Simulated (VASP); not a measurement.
**GaN: relaxation of cell and atoms with PBEsol**

GaN:

```xyz
8
Lattice="2.9709 0.0000 0.0000 -1.4855 2.5729 0.0000 0.0000 0.0000 9.7030" Properties=species:S:1:pos:R:3 pbc="T T T"
Ga    0.0000    0.0000    0.0000
Ga    0.0000    1.7153    2.4257
Ga    0.0000    0.0000    4.8515
Ga    1.4855    0.8576    7.2772
N     0.0000    0.0000    1.8193
N     0.0000    1.7153    4.2451
N     0.0000    0.0000    6.6708
N     1.4855    0.8576    9.0965
```

```yaml
Program: VASP 6.6.1
Task: relaxation of cell and atoms
Functional: PBEsol
Potentials_or_basis: VASP PAW PBE potentials, release 64 (Ga_d, N)
Cutoff: 600 eV
k_mesh: 9 × 9 × 2
Occupations: fermi-dirac, width 0.03 eV
Spin: no spin polarisation
Dipole_correction: no
Further_INCAR_settings: ALGO = Normal; EDIFF = 1e-06; IBRION = 2; EDIFFG = -0.01; NSW = 100; ISIF = 3
```

| Quantity | Value |
| --- | --- |
| Relaxed volume | 11.35 Å³/atom |
| Relaxed cell | a = 3.179 Å, b = 3.179 Å, c = 10.375 Å, α = 90.00°, β = 90.00°, γ = 120.00° |
| Space group after relaxing (to 0.1 Å) | P6_3mc (No. 186) |
| Energy gained by relaxing | 322.3 meV/atom |
| Ionic steps | 8 |
| Pressure after relaxing | -0.1 GPa |
| Largest force after relaxing | 0.007 eV/Å |
| Band gap on the k mesh | 1.81 eV |

Forces in eV/Å, atoms in the order of the input:
```
Ga   0.000  0.000  0.001
Ga   0.000  0.000 -0.007
Ga   0.000  0.000  0.001
Ga   0.000  0.000 -0.007
N    0.000  0.000  0.002
N    0.000  0.000  0.003
N    0.000  0.000  0.002
N    0.000  0.000  0.003
```

The path:
| step | energy change (eV) | largest force (eV/Å) | pressure (GPa) | volume (Å³) |
| --- | --- | --- | --- | --- |
| 1 | 0.0000 | 0.0451 | 59.28 | 74.17 |
| 2 | 0.3177 | 0.0383 | -27.85 | 117.41 |
| 3 | -2.5730 | 0.0400 | -1.95 | 91.78 |
| 4 | -2.5781 | 0.0399 | -0.43 | 91.04 |
| 5 | -2.5780 | 0.0399 | 0.38 | 90.68 |
| 6 | -2.5782 | 0.0122 | 0.39 | 90.69 |
| 7 | -2.5782 | 0.0183 | 0.38 | 90.69 |
| 8 | -2.5784 | 0.0066 | -0.07 | 90.81 |

Final structure:
```
Ga N
1.0
     3.17917    0.00000    0.00000
    -1.58959    2.75324    0.00000
     0.00000    0.00000   10.37501
Ga N
4 4
Direct
  0.00000 0.00000 0.99968
  0.33333 0.66667 0.24999
  0.00000 0.00000 0.49968
  0.66667 0.33333 0.74999
  0.00000 0.00000 0.18759
  0.33333 0.66667 0.43775
  0.00000 0.00000 0.68759
  0.66667 0.33333 0.93775
```

Levels at points of the mesh, in eV from the valence-band top:
| k point | band 33 | band 34 | band 35 | band 36 | band 37 | band 38 | band 39 | band 40 |
| --- | --- | --- | --- | --- | --- | --- | --- | --- |
| (0.00, 0.00, 0.00) | -0.52 | -0.03 | 0.00 | 0.00 | 1.81 | 3.99 | 4.30 | 4.42 |
| (0.00, 0.00, 0.50) | -0.16 | -0.16 | -0.16 | -0.16 | 2.98 | 2.98 | 4.45 | 4.45 |

Run time: 16 min on 1 thread of Intel Xeon 8259CL, on a shared host, peak memory 0.25 GiB.

Caveat: the volume moved by over 15 % at a fixed basis, so the end points are rough; the PAW data sets were made with another functional, which shifts forces and pressure a little.
